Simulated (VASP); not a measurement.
# MgO (Fm-3m) in VASP: single point with PBE

Aim: the single point of MgO with PBE.

All numbers are computed with VASP 6.6.1; they aren't measurements. Logs are shortened: lines on timing, memory, paths and dates and some standing lists are left out, and cuts for length are marked.

## 1. The cell of the first run

Symmetry: Fm-3m, No. 225, cubic system. Conventional cell: a = 4.254 Å, b = 4.254 Å, c = 4.254 Å, α = 90.00°, β = 90.00°, γ = 90.00°. Within 2.8 Å of Mg (site symmetry m-3m) lie 6 O at 2.13 Å. Within 2.8 Å of O (site symmetry m-3m) lie 6 Mg at 2.13 Å.

## 2. Single point, PBE

File INCAR:

```
ALGO = Normal ; EDIFF = 1E-6
ENCUT = 840 ; GGA = PE
GGA_COMPAT = F ; ISIF = 2
ISMEAR = 0 ; LASPH = T
LCHARG = F ; LREAL = F
LWAVE = F ; NBANDS = 15
NELM = 120 ; PREC = Accurate
SIGMA = 0.02
```

File KPOINTS:

```
k-points
0
Gamma
  10 10 10
```

File POSCAR:

```
MgO
1.0
    0.0000000000      2.1272184857      2.1272184857
    2.1272184857      0.0000000000      2.1272184857
    2.1272184857      2.1272184857      0.0000000000
Mg O
1 1
Direct
    0.0000000000      0.0000000000      0.0000000000
    0.5000000000      0.5000000000      0.5000000000
```

Potentials or basis: VASP PAW PBE potentials, release 64 (Mg_sv, O).

Run with:

```
$ cat potpaw_PBE.64/Mg_sv/POTCAR potpaw_PBE.64/O/POTCAR > POTCAR
$ mpirun -np 1 vasp_std > vasp.out
```

OUTCAR:

```text
EDIFF = 1E-6
   ENCUT = 840
   GGA = PE
   ISIF = 2
   ISMEAR = 0
   LASPH = T
   LREAL = F
   NELM = 120
   PREC = Accurate

 ion  position               nearest neighbor table
   1  0.000  0.000  0.000-   2 2.13   2 2.13   2 2.13   2 2.13   2 2.13   2 2.13
   2  0.500  0.500  0.500-   1 2.13   1 2.13   1 2.13   1 2.13   1 2.13   1 2.13

  LATTYP: Found a face centered cubic cell.
 ALAT       =     4.2544369714

  Lattice vectors:

 A1 = (   0.0000000000,   2.1272184857,   2.1272184857)
 A2 = (   2.1272184857,   0.0000000000,   2.1272184857)
 A3 = (   2.1272184857,   2.1272184857,   0.0000000000)

Analysis of symmetry for initial positions (statically):
=====================================================================
 Subroutine PRICEL returns:
 Original cell was already a primitive cell.

 Routine SETGRP: Setting up the symmetry group for a
 face centered cubic supercell.

 Subroutine GETGRP returns: Found 48 space group operations
 (whereof 48 operations were pure point group operations)
 out of a pool of 48 trial point group operations.

The static configuration has the point symmetry O_h .

Analysis of symmetry for dynamics (positions and initial velocities):
=====================================================================
 Subroutine PRICEL returns:
 Original cell was already a primitive cell.

 Routine SETGRP: Setting up the symmetry group for a
 face centered cubic supercell.

 Subroutine GETGRP returns: Found 48 space group operations
 (whereof 48 operations were pure point group operations)
 out of a pool of 48 trial point group operations.

The dynamic configuration has the point symmetry O_h .

 Subroutine INISYM returns: Found 48 space group operations
 (whereof 48 operations are pure point group operations),
 and found     1 'primitive' translations

----------------------------------------------------------------------------------------

                                     Primitive cell

  volume of cell :      19.2516

  direct lattice vectors                    reciprocal lattice vectors
     0.000000000  2.127218486  2.127218486    -0.235048728  0.235048728  0.235048728
     2.127218486  0.000000000  2.127218486     0.235048728 -0.235048728  0.235048728
     2.127218486  2.127218486  0.000000000     0.235048728  0.235048728 -0.235048728

  length of vectors
     3.008341233  3.008341233  3.008341233     0.407116340  0.407116340  0.407116340

  position of ions in fractional coordinates (direct lattice)
     0.000000000  0.000000000  0.000000000
[... 83 lines left out ...]
   NFREE  =      0    steps in history (QN), initial steepest desc. (CG)
   ISIF   =      2    stress and relaxation
   ISYM   =      2    0-nonsym 1-usesym 2-fastsym
   POTIM  = 0.5000    time-step for ionic-motion
   TEBEG  =    0.0;   TEEND  =   0.0 temperature during run
   PSTRESS=    0.0 pullay stress
   NELECT =      16.0000    total number of electrons
   NUPDOWN=      -1.0000    fix difference up-down
   EMIN   =  10.00;   EMAX   =-10.00  energy-range for DOS
   EFERMI =   0.00;   METHOD = LEGACY
   ISMEAR =     0;   SIGMA  =   0.02  broadening in eV -4-tet -1-fermi 0-gaus
   EFERMI_NEDOS =   21; number of points for ismear=-14 and -15
   IALGO  =     38    algorithm
   IMIX   =      4    mixing-type and parameters
     AMIX     =   0.40;   BMIX     =  1.00
     AMIX_MAG =   1.60;   BMIX_MAG =  1.00
  volume/ion in A,a.u.               =       9.63        64.96
  Fermi-wavevector in a.u.,A,eV,Ry     =   1.539192  2.908651 32.233716  2.369111
  Thomas-Fermi vector in A             =   2.645454
   LORBIT       =      0    0 simple, 1 ext, 2 COOP (PROOUT), +10 PAW based schemes
   GGA     = PE    functional components
   LHFCALC =     F    Hartree Fock is set to
   AEXX    =    0.0000 exact exchange contribution
   IVDW    =     0    specifies the selected vdW correction
   LEPSILON=     F    determine dielectric tensor
   LRPA    =     F    only Hartree local field effects (RPA)
 non-spin polarized calculation
 Gauss-broadening in eV      SIGMA  =   0.02
  energy-cutoff  :      840.00
  volume of cell :       19.25
 maximum number of plane-waves:      1090
   NGX = 15   NGY = 15   NGZ = 15

 number of electron      15.9999997 magnetization

 Free energy of the ion-electron system (eV)
  ---------------------------------------------------
  ext. energy  EPLUGINS =         0.00000000
  ---------------------------------------------------
  free energy    TOTEN  =       -11.88483642 eV

  energy without entropy =      -11.88483642  energy(sigma->0) =      -11.88483642

 E-fermi :   2.8005     XC(G=0): -11.2409

 val. band max:        2.7031116635   @ k =   0.0000   0.0000   0.0000
 cond. band min:       7.1569082793   @ k =   0.0000   0.0000   0.0000
 fundamental gap:      4.4537966157
 Fermi energy:         2.8004686579

 k-point     1 :       0.0000    0.0000    0.0000
  band No.  band energies     occupation
      1     -69.6704      2.00000
      2     -36.3986      2.00000
      3     -36.3986      2.00000
      4     -36.3986      2.00000
      5     -14.3954      2.00000
      6       2.7031      2.00000
      7       2.7031      2.00000
      8       2.7031      2.00000
      9       7.1569      0.00000
     10      18.3380      0.00000
     11      18.3380      0.00000
     12      18.3380      0.00000
     13      22.1722      0.00000
     14      23.9195      0.00000
[... 401 lines left out ...]
      2     -36.4525      2.00000
      3     -36.4203      2.00000
      4     -36.4181      2.00000
      5     -13.2225      2.00000
      6      -0.7601      2.00000
      7       1.4496      2.00000
      8       1.6599      2.00000
      9      11.9991      0.00000
     10      12.7910      0.00000
     11      16.0106      0.00000
     12      20.5082      0.00000
     13      20.7083      0.00000
     14      27.2285      0.00000
     15      29.1031      0.00000

 [... further k-points ...]
[... 5 lines left out ...]
  --------------------------------------------------------------------------------------
  -------------------------------------------------------------------------------------
  Total       -0.0032788     -0.0032788     -0.0032788      0.0000000     -0.0000000      0.0000000
  in kB       -0.2728691     -0.2728691     -0.2728691      0.0000000     -0.0000000      0.0000000
  external PRESSURE =      -0.2728691 kB  Pullay stress =       0.0000000 kB

 VOLUME and BASIS-vectors are now :
 -----------------------------------------------------------------------------
  energy-cutoff  :      840.00
  volume of cell :       19.25
      direct lattice vectors                 reciprocal lattice vectors
     0.000000000  2.127218486  2.127218486    -0.235048728  0.235048728  0.235048728
     2.127218486  0.000000000  2.127218486     0.235048728 -0.235048728  0.235048728
     2.127218486  2.127218486  0.000000000     0.235048728  0.235048728 -0.235048728

 POSITION                                       TOTAL-FORCE (eV/Angst)
 -----------------------------------------------------------------------------------
      0.00000      0.00000      0.00000        -0.000000     -0.000000     -0.000000
      2.12722      2.12722      2.12722         0.000000      0.000000      0.000000
 -----------------------------------------------------------------------------------
    total drift:                                0.000000      0.000000      0.000000

  FREE ENERGIE OF THE ION-ELECTRON SYSTEM (eV)
  ---------------------------------------------------
  free  energy   TOTEN  =       -11.8848364192 eV

  energy  without entropy=      -11.8848364192  energy(sigma->0) =      -11.88483642
```

It took 37 s on 1 thread of AMD EPYC 7R43 (Zen 3), shared host; peak memory 0.13 GiB.

What came out:

```
Free energy            : -11.8848 eV
Pressure               : 0.0 GPa
Band gap on the k mesh : 4.45 eV
```
